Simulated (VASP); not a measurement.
# CaO: single point with PBEsol

The system is CaO.

```
Ca O
1.0
    -1.66763    1.66763    8.83275
     1.66763   -1.66763    8.83275
     1.66763    1.66763   -8.83275
Ca O
2 2
Cartesian
  0.0000 0.0000 5.6601
  0.0000 0.0000 12.0054
  0.0000 0.0000 3.2118
  0.0000 0.0000 14.4537
```

This cell differs from its parent crystal: strain +0.0375 x Voigt [0, 0, 1, 0, 0, 0].

```yaml
Program: VASP 6.6.1
Task: single point
Functional: PBEsol
Potentials_or_basis: VASP PAW PBE potentials, release 64 (Ca_sv, O)
Cutoff: 520 eV
k_mesh: 12 × 12 × 12
Occupations: gaussian, width 0.05 eV
Spin: no spin polarisation
```

The pressure is -3.3 GPa and the largest force is 0.484 eV/Å. The band gap on the k mesh is 2.13 eV, direct.

Forces on the atoms (eV/Å):
```
Ca   0.000  0.000 -0.484
Ca   0.000  0.000  0.484
O    0.000  0.000  0.231
O    0.000  0.000 -0.231
```

Stress tensor (GPa, compression positive):
```
-3.47  0.00  0.00
 0.00 -3.47  0.00
 0.00  0.00 -2.95
```

Levels at points of the mesh, in eV from the valence-band top:
```
           k point  band 14  band 15  band 16  band 17  band 18  band 19
(0.00, 0.00, 0.00)    -0.23     0.00     0.00     2.13     3.93     4.92
(0.50, 0.00, 0.00)    -1.18    -1.08    -1.07     4.93     5.51     6.24
(0.50, 0.50, 0.00)    -0.61    -0.57    -0.57     4.30     4.36     6.39
(0.50, 0.50, 0.50)    -0.23     0.00     0.00     2.86     3.60     3.92
```

It took 30 min on 1 thread of AMD EPYC 9R45 96-Core Processor (Zen 5) (shared host), peak memory 0.84 GiB.

Caveat: the cell differs from its parent crystal (strain +0.0375 x Voigt [0, 0, 1, 0, 0, 0]); the PAW data sets were made with another functional, which shifts forces and pressure a little. A k mesh can miss the band edges.
